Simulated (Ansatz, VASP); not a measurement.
BiTe in VASP and in Ansatz

Contents of POSCAR:

```
BiTe
1.0
    0.0000000000      3.1672703390      3.1672703390
    3.1672703390      0.0000000000      3.1672703390
    3.1672703390      3.1672703390      0.0000000000
Bi Te
1 1
Direct
    0.0000000000      0.0000000000      0.0000000000
    0.5000000000      0.5000000000      0.5000000000
```

The input INCAR.step1:

```
SYSTEM = BiTe
ALGO = Normal
EDIFF = 1E-4
ENCUT = 520
GGA = PE
ISMEAR = 0
LASPH = .TRUE.
LCHARG = .FALSE.
LREAL = .FALSE.
LWAVE = .TRUE.
NBANDS = 18
NELM = 100
PREC = Accurate
SIGMA = 0.1
```

INCAR.step2

```
SYSTEM = BiTe
ALGO = Normal
EDIFF = 1E-7
ENCUT = 520
ISIF = 2
ISMEAR = 0
ISTART = 1
LASPH = .TRUE.
LCHARG = .FALSE.
LMIXTAU = .TRUE.
LREAL = .FALSE.
LWAVE = .FALSE.
METAGGA = R2SCAN
NBANDS = 18
NELM = 100
PREC = Accurate
SIGMA = 0.1
```

KPOINTS

```
k-points
0
G
  12 12 12
  0 0 0
```

Input for Ansatz:

```yaml
crystal:
  lattice:
    - [0.0, 3.1672703415, 3.1672703415]
    - [3.1672703415, 0.0, 3.1672703415]
    - [3.1672703415, 3.1672703415, 0.0]
  atoms:
    - { symbol: Bi, position: [0.0, 0.0, 0.0] }
    - { symbol: Te, position: [0.5, 0.5, 0.5] }
basis:
  ecutwfc: 500
kpoints:
  mp_grid: { grid: [12, 12, 12] }
hamiltonian:
  xc: r2scan
scf:
  occupations: { method: gaussian, width: 0.1 }
output:
  forces: true
  stress: true
  eigenvalues: true
```

Alike in both runs: task single point; functional r2SCAN; k mesh 12 × 12 × 12; occupations gaussian, width 0.1 eV; no spin polarisation.

|  | VASP | Ansatz |
| --- | --- | --- |
| version | VASP 6.6.1 | Ansatz 0.2.0 |
| potentials or method | VASP PAW PBE potentials, release 64 (Bi_d, Te), cutoff 520 eV | scalar-relativistic, plane waves, PAW |
| valence electrons in the cell | 21 | 31 |

|  | VASP | Ansatz | Ansatz less VASP |
| --- | --- | --- | --- |
| gap on the k mesh at the Fermi level (eV) | none | none | - |
| pressure (GPa) | 3.7 | 3.7 | +0.02 |

VASP's potentials were made for PBE, not for r2SCAN. A gap of «none» marks a metal or a gap that the smearing closes. The functional is the same, so the differences come from potentials, cutoffs and numerics. VASP's potentials hold 21 valence electrons a cell and Ansatz's 31, so a difference there can come from the potentials and not from the codes.

Neither program's run includes spin-orbit coupling.
